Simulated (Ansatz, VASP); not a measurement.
Given: the input of a run of Ansatz 0.2.0 on Lu.

The input input.yaml:

```yaml
crystal:
  lattice:
    - [3.455755007, 0.0, 0.0]
    - [-1.7278775035, 2.9927716254, 0.0]
    - [0.0, 0.0, 5.4758786414]
  atoms:
    - { symbol: Lu, position: [0.6666666667, 0.3333333333, 0.75] }
    - { symbol: Lu, position: [0.3333333333, 0.6666666667, 0.25] }
kpoints:
  mp_grid: { grid: [9, 9, 5] }
scf:
  occupations: { method: fermi_dirac, width: 0.05 }
hamiltonian:
  xc: lda
  pseudopotentials: { kind: all_electron, lapw: { basis_error: 0.001 } }
output:
  forces: true
  stress: true
  eigenvalues: true
```

Potentials or basis: all-electron LAPW, scalar-relativistic.

Command:

```sh
$ ansatz run input.yaml --threads 1 --pin off --max-ram 3072MiB --backend cpu --events-out ev --progress --plain --runs-dir out
```

Q: Set up the same calculation for VASP 6.6.1. Potentials there: VASP PAW PBE potentials, release 64 (Lu).

A: As run (the cutoff follows the program's own potentials):

File INCAR:

```
SYSTEM = Lu
ALGO = Normal
EDIFF = 1E-6
ENCUT = 520
GGA = CA
ISIF = 2
ISMEAR = -1
LASPH = .TRUE.
LCHARG = .FALSE.
LREAL = .FALSE.
LWAVE = .FALSE.
NBANDS = 32
NELM = 60
PREC = Accurate
SIGMA = 0.05
```

KPOINTS

```
k-points
0
G
  9 9 5
  0 0 0
```

POSCAR

```
Lu
1.0
    3.4557550070      0.0000000000      0.0000000000
   -1.7278775035      2.9927716254      0.0000000000
    0.0000000000      0.0000000000      5.4758786414
Lu
2
Direct
    0.6666666667      0.3333333333      0.7500000000
    0.3333333333      0.6666666667      0.2500000000
```

Potentials or basis: VASP PAW PBE potentials, release 64 (Lu).

Run with:

```console
$ cat potpaw_PBE.64/Lu/POTCAR > POTCAR
$ mpirun -np 1 vasp_std > vasp.out
```

Both were run:

|  | VASP | Ansatz | Ansatz less VASP |
| --- | --- | --- | --- |
| gap on the k mesh at the Fermi level (eV) | none | none | - |
| pressure (GPa) | -3.9 | -4.0 | -0.18 |
| traceless stress, the component that is largest in VASP (GPa) | -0.93 | -0.92 | +0.009 |

VASP's potentials were made for PBE, not for LDA. LDA's correlation is that of Perdew and Zunger in VASP and of Perdew and Wang (1992) in Ansatz. A gap of «none» marks a metal or a gap that the smearing closes. Ansatz ran all-electron here, and VASP with PAW potentials.

Neither program's run includes spin-orbit coupling.
